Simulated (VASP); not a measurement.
# Sb (Pm-3m) in VASP: notebook, part 2 of 2

VASP 6.6.1.

## 3. Relaxation of cell and atoms, PBEsol, target pressure 10 GPa, at which the enthalpy is minimised

INCAR

```
SYSTEM = Sb
ALGO = Normal
EDIFF = 1E-6
EDIFFG = -0.01
ENCUT = 600
GGA = PS
IBRION = 2
ISIF = 3
ISMEAR = -1
LASPH = .TRUE.
LCHARG = .FALSE.
LREAL = .FALSE.
LWAVE = .FALSE.
NELM = 80
NSW = 60
PREC = Accurate
PSTRESS = 100.0
SIGMA = 0.05
```

KPOINTS

```
k-points
0
G
  8 8 8
  0 0 0
```

POSCAR

```
Sb
1.0
    3.1600000000      0.0000000000      0.0000000000
    0.0000000000      3.1600000000      0.0000000000
    0.0000000000      0.0000000000      3.1600000000
Sb
1
Direct
    0.0000000000      0.0000000000      0.0000000000
```

Potentials or basis: VASP PAW PBE potentials, release 64 (Sb).

Started as:

```bash
$ cat potpaw_PBE.64/Sb/POTCAR > POTCAR
$ mpirun -np 1 vasp_std > vasp.out
```

OUTCAR:

```text
SYSTEM = Sb
   EDIFF = 1E-6
   EDIFFG = -0.01
   ENCUT = 600
   GGA = PS
   IBRION = 2
   ISIF = 3
   ISMEAR = -1
   LASPH = .TRUE.
   LREAL = .FALSE.
   NELM = 80
   NSW = 60
   PREC = Accurate
   PSTRESS = 100.0

 ion  position               nearest neighbor table
   1  0.000  0.000  0.000-

  LATTYP: Found a simple cubic cell.
 ALAT       =     3.1600000000

  Lattice vectors:

 A1 = (   3.1600000000,   0.0000000000,   0.0000000000)
 A2 = (   0.0000000000,   3.1600000000,   0.0000000000)
 A3 = (   0.0000000000,   0.0000000000,   3.1600000000)

Analysis of symmetry for initial positions (statically):
=====================================================================
 Subroutine PRICEL returns:
 Original cell was already a primitive cell.

 Routine SETGRP: Setting up the symmetry group for a
 simple cubic supercell.

 Subroutine GETGRP returns: Found 48 space group operations
 (whereof 48 operations were pure point group operations)
 out of a pool of 48 trial point group operations.

The static configuration has the point symmetry O_h .

Analysis of symmetry for dynamics (positions and initial velocities):
=====================================================================
 Subroutine PRICEL returns:
 Original cell was already a primitive cell.

 Routine SETGRP: Setting up the symmetry group for a
 simple cubic supercell.

 Subroutine GETGRP returns: Found 48 space group operations
 (whereof 48 operations were pure point group operations)
 out of a pool of 48 trial point group operations.

The dynamic configuration has the point symmetry O_h .

 Subroutine INISYM returns: Found 48 space group operations
 (whereof 48 operations are pure point group operations),
 and found     1 'primitive' translations

----------------------------------------------------------------------------------------

                                     Primitive cell

  volume of cell :      31.5545

[... 73 lines left out ...]
   ions per type =               1
   NGX,Y,Z   is equivalent  to a cutoff of  14.73, 14.73, 14.73 a.u.
   NGXF,Y,Z  is equivalent  to a cutoff of  29.46, 29.46, 29.46 a.u.
 SYSTEM =  Sb
   PREC   = accura    normal or accurate (medium, high low for compatibility)
   ISTART =      0    job   : 0-new  1-cont  2-samecut
   ICHARG =      2    charge: 1-file 2-atom 10-const
   ISPIN  =      1    spin polarized calculation?
   LNONCOLLINEAR =      F non collinear calculations
   LSORBIT =      F    spin-orbit coupling
   LASPH  =      T    aspherical Exc in radial PAW
   ENCUT  =  600.0 eV  44.10 Ry    6.64 a.u.   6.31  6.31  6.31*2*pi/ulx,y,z
   NELM   =     80;   NELMIN=  2; NELMDL= -5     # of ELM steps
   EDIFF  = 0.1E-05   stopping-criterion for ELM
   LREAL  =      F    real-space projection
   EDIFFG = -.1E-01   stopping-criterion for IOM
   NSW    =     60    number of steps for IOM
   IBRION =      2    ionic relax: 0-MD 1-quasi-New 2-CG
   NFREE  =      1    steps in history (QN), initial steepest desc. (CG)
   ISIF   =      3    stress and relaxation
   ISYM   =      2    0-nonsym 1-usesym 2-fastsym
   POTIM  = 0.5000    time-step for ionic-motion
   TEBEG  =    0.0;   TEEND  =   0.0 temperature during run
   PSTRESS=  100.0 pullay stress
   NELECT =       5.0000    total number of electrons
   NUPDOWN=      -1.0000    fix difference up-down
   EMIN   =  10.00;   EMAX   =-10.00  energy-range for DOS
   EFERMI =   0.00;   METHOD = LEGACY
   ISMEAR =    -1;   SIGMA  =   0.05  broadening in eV -4-tet -1-fermi 0-gaus
   EFERMI_NEDOS =   21; number of points for ismear=-14 and -15
   IALGO  =     38    algorithm
   IMIX   =      4    mixing-type and parameters
     AMIX     =   0.40;   BMIX     =  1.00
     AMIX_MAG =   1.60;   BMIX_MAG =  1.00
  volume/ion in A,a.u.               =      31.55       212.94
  Fermi-wavevector in a.u.,A,eV,Ry     =   0.885886  1.674081 10.677766  0.784794
  Thomas-Fermi vector in A             =   2.006979
   LORBIT       =      0    0 simple, 1 ext, 2 COOP (PROOUT), +10 PAW based schemes
   GGA     = PS    functional components
   LHFCALC =     F    Hartree Fock is set to
   AEXX    =    0.0000 exact exchange contribution
   IVDW    =     0    specifies the selected vdW correction
   LEPSILON=     F    determine dielectric tensor
   LRPA    =     F    only Hartree local field effects (RPA)
 conjugate gradient relaxation of ions
 non-spin polarized calculation
  energy-cutoff  :      600.00
  volume of cell :       31.55
 maximum number of plane-waves:      1074
 NGX is ok and might be reduce to    28
   NGX = 13   NGY = 13   NGZ = 13

--------------------------------------- Ionic step        1  -------------------------------------------

 number of electron       5.0000000 magnetization

 Free energy of the ion-electron system (eV)
  ---------------------------------------------------
  ext. energy  EPLUGINS =         0.00000000
  ---------------------------------------------------
  free energy    TOTEN  =        -4.47778400 eV

  energy without entropy =       -4.47051442  energy(sigma->0) =       -4.47414921

 E-fermi :   6.2413     XC(G=0):  -9.5211

 val. band max:        6.2324173370   @ k =   0.3750   0.2500   0.1250
 cond. band min:       6.4413806372   @ k =   0.2500   0.2500   0.2500
 fundamental gap:      0.2089633002
 Fermi energy:         6.2413406351
[... 662 lines left out ...]
--------------------------------------- Ionic step        7  -------------------------------------------

 number of electron       5.0000000 magnetization

 Free energy of the ion-electron system (eV)
  ---------------------------------------------------
  ext. energy  EPLUGINS =         0.00000000
  ---------------------------------------------------
  free energy    TOTEN  =        -4.42104163 eV

  energy without entropy =       -4.41387980  energy(sigma->0) =       -4.41746072

 E-fermi :   9.0785     XC(G=0): -10.4261

 val. band max:        9.0042386673   @ k =   0.3750   0.2500   0.1250
 cond. band min:       9.1280105197   @ k =   0.5000   0.3750   0.3750
 fundamental gap:      0.1237718524
 Fermi energy:         9.0785044904
[... 248 lines left out ...]
  energy  without entropy=       -4.4138798021  energy(sigma->0) =       -4.41746072

  enthalpy is  TOTEN    =        -2.8270146144 eV   P V=        1.5940270136

 reached required accuracy - stopping structural energy minimisation
```

OSZICAR:

```text
N       E                     dE             d eps       ncg     rms          rms(c)
DAV:   1     0.883240475887E+01    0.88324E+01   -0.19296E+03   426   0.634E+02
DAV:   2    -0.419804723793E+01   -0.13030E+02   -0.12648E+02   588   0.769E+01
DAV:   3    -0.447730785737E+01   -0.27926E+00   -0.26989E+00   516   0.119E+01
DAV:   4    -0.447908241328E+01   -0.17746E-02   -0.17744E-02   588   0.114E+00
[... 42 lines left out ...]
       N       E                     dE             d eps       ncg     rms          rms(c)
DAV:   1    -0.442104589707E+01    0.13744E-02   -0.14312E-04   444   0.705E-02    0.102E-02
DAV:   2    -0.442104292685E+01    0.29702E-05   -0.28797E-06   432   0.138E-02    0.589E-03
DAV:   3    -0.442104163334E+01    0.12935E-05   -0.33234E-06   438   0.103E-02    0.176E-03
DAV:   4    -0.442104162807E+01    0.52716E-08   -0.34629E-08   210   0.185E-03
   7 F= -.28270146E+01 E0= -.28234337E+01  d E =-.518395E-05
```

CONTCAR:

```text
Sb
   1.00000000000000
     2.9448878019382967   -0.0000000000000000    0.0000000000000000
    -0.0000000000000000    2.9448878019382967    0.0000000000000000
    -0.0000000000000000   -0.0000000000000000    2.9448878019382967
  Sb
     1
Direct
     0.0000000000000000    0.0000000000000000    0.0000000000000000

  0.00000000E+00  0.00000000E+00  0.00000000E+00
```

Run time: 54 s. Hardware: 1 thread of Intel Xeon 8259CL, shared host; peak memory 0.17 GiB.

What came out:

```
Free energy                                            : -4.4210 eV
Relaxed volume                                         : 25.54 Å³/atom
Relaxed cell                                           : a = 2.945 Å, b = 2.945 Å, c = 2.945 Å, α = 90.00°, β = 90.00°, γ = 90.00°
Space group after relaxing (to 0.05 Å)                 : Pm-3m (No. 221)
Energy change on relaxing (the enthalpy is what falls) : +56.7 meV/atom
Ionic steps                                            : 7
Pressure after relaxing                                : 10.0 GPa
```

Step by step:
```
step  energy change (eV)  largest force (eV/Å)  pressure (GPa)  volume (Å³)
   1              0.0000                0.0000           -4.63        31.55
   2              0.9481                0.0000           51.26        20.14
   3              0.0406                0.0000            9.00        25.81
   4              0.0514                0.0000            9.67        25.63
   5              0.0582                0.0000           10.08        25.52
   6              0.0554                0.0000            9.92        25.56
   7              0.0567                0.0000           10.00        25.54
```

Final structure:
```
Sb
1.0
     2.94489    0.00000    0.00000
     0.00000    2.94489    0.00000
     0.00000    0.00000    2.94489
Sb
1
Direct
  0.00000 0.00000 0.00000
```

Levels at points of the mesh, in eV from the Fermi level:
```csv
k point,band 1,band 2,band 3,band 4,band 5,band 6
"(0.00, 0.00, 0.00)",-13.71,3.65,3.65,3.65,7.13,7.13
"(0.50, 0.00, 0.00)",-10.67,-6.75,6.23,6.23,9.54,10.92
"(0.50, 0.50, 0.00)",-7.36,-4.28,-4.28,1.52,8.98,13.68
"(0.50, 0.50, 0.50)",-3.53,-1.93,-1.93,-1.93,4.59,4.59
```

Caveat: the cell is relaxed towards a set pressure, so the enthalpy falls and the energy may rise; the volume moved by over 15 % at a fixed basis, so the end points are rough; the PAW data sets were made with another functional, which shifts forces and pressure a little; spin-orbit coupling is left out, which moves the levels of the heavy elements.

## 4. Relaxation of cell and atoms, PBEsol, target pressure 20 GPa, at which the enthalpy is minimised

INCAR

```
SYSTEM = Sb
PREC = Accurate
ENCUT = 600
EDIFF = 1E-6
ISMEAR = -1
SIGMA = 0.05
LREAL = .False.
LASPH = .True.
NELM = 80
ALGO = Normal
ISIF = 3
LWAVE = .False.
LCHARG = .False.
GGA = PS
IBRION = 2
NSW = 60
EDIFFG = -0.01
PSTRESS = 200.0
```

KPOINTS

```
Automatic mesh
0
Gamma
  8 8 8
  0 0 0
```

POSCAR is that of step 3.

Started as:

```bash
$ cat potpaw_PBE.64/Sb/POTCAR > POTCAR
$ mpirun -np 1 vasp_std > vasp.out
```

It took 45 s on 1 thread of Intel Xeon 8259CL, shared host; peak memory 0.17 GiB.

Results (log left out):

| Quantity | Value |
| --- | --- |
| Free energy | -4.2366 eV |
| Relaxed volume | 23.52 Å³/atom |
| Relaxed cell | a = 2.865 Å, b = 2.865 Å, c = 2.865 Å, α = 90.00°, β = 90.00°, γ = 90.00° |
| Space group after relaxing (to 0.05 Å) | Pm-3m (No. 221) |
| Energy change on relaxing (the enthalpy is what falls) | +241.2 meV/atom |
| Ionic steps | 5 |
| Pressure after relaxing | 20.0 GPa |

The path:
```tsv
step	energy change (eV)	largest force (eV/Å)	pressure (GPa)	volume (Å³)
1	0.0000	0.0000	-4.63	31.55
2	5.3601	0.0000	229.94	14.18
3	0.1269	0.0000	14.08	24.60
4	0.1825	0.0000	17.10	24.02
5	0.2412	0.0000	20.04	23.52
```

Final structure:
```yaml
crystal:
  lattice:
    - [2.86507, 0.00000, 0.00000]
    - [0.00000, 2.86507, 0.00000]
    - [0.00000, 0.00000, 2.86507]
  atoms:
    - { symbol: Sb, position: [0.00000, 0.00000, 0.00000] }
```

Levels at points of the mesh, in eV from the Fermi level:
```tsv
k point	band 1	band 2	band 3	band 4	band 5	band 6
(0.00, 0.00, 0.00)	-14.54	3.82	3.82	3.82	7.21	7.21
(0.50, 0.00, 0.00)	-11.13	-7.47	6.74	6.74	9.79	11.07
(0.50, 0.50, 0.00)	-7.37	-4.76	-4.76	1.13	9.96	13.84
(0.50, 0.50, 0.50)	-2.92	-2.16	-2.16	-2.16	4.43	4.43
```

Caveat: the cell is relaxed towards a set pressure, so the enthalpy falls and the energy may rise; the volume moved by over 15 % at a fixed basis, so the end points are rough; the PAW data sets were made with another functional, which shifts forces and pressure a little; spin-orbit coupling is left out, which moves the levels of the heavy elements.

## 5. Summary

| cell | gap on the mesh (eV) | pressure (GPa) |
| --- | --- | --- |
| relaxed to 5 GPa | none | 5.0 |
| relaxed to 10 GPa | none | 10.0 |
| relaxed to 20 GPa | none | 20.0 |

Alike in all rows: task relaxation of cell and atoms; level PBEsol; potentials or basis VASP PAW PBE potentials, release 64 (Sb); no spin polarisation; k mesh 8 × 8 × 8; cutoff (eV) 600; smearing fermi-dirac 0.05 eV.

Caveats: the cell is relaxed towards a set pressure, so the enthalpy falls and the energy may rise; the PAW data sets were made with another functional, which shifts forces and pressure a little; spin-orbit coupling is left out, which moves the levels of the heavy elements; the volume moved by over 15 % at a fixed basis, so the end points are rough (some runs).

Absolute energies hang on the potentials; compare differences alone.
